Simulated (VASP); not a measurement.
Cu: single point with PBEsol

Crystal: Cu.

```
CELL_PARAMETERS angstrom
0.00000 1.80750 1.82557
1.80750 0.00000 1.82557
1.80750 1.80750 0.00000
ATOMIC_POSITIONS crystal
Cu 0.00000 0.00000 0.00000
```

This cell differs from its parent crystal: zz strain of +1 %.

* Program: VASP 6.6.1
* Task: single point
* Functional: PBEsol
* Potentials or basis: VASP PAW PBE potentials, release 64 (Cu)
* Cutoff: 520 eV
* k mesh: 17 × 17 × 17
* Occupations: fermi-dirac, width 0.03 eV
* Spin: no spin polarisation

```json
{
  "Pressure": "-7.3 GPa"
}
```

Stress tensor (GPa, compression positive):
```
-7.10  0.00  0.00
 0.00 -7.10  0.00
 0.00  0.00 -7.78
```

Levels at points of the mesh, in eV from the Fermi level:
| k point | band 2 | band 3 | band 4 | band 5 | band 6 | band 7 | band 8 | band 9 | band 10 | band 11 |
| --- | --- | --- | --- | --- | --- | --- | --- | --- | --- | --- |
| (0.00, 0.00, 0.00) | -3.10 | -3.05 | -3.05 | -2.28 | -2.23 | 22.44 | 24.95 | 24.99 | 24.99 | 27.44 |

Wall time 82 s on 1 thread of AMD EPYC 7R13 (shared host), peak memory 0.14 GiB.

Caveat: the cell differs from its parent crystal (zz strain of +1 %); the PAW data sets were made with another functional, which shifts forces and pressure a little.
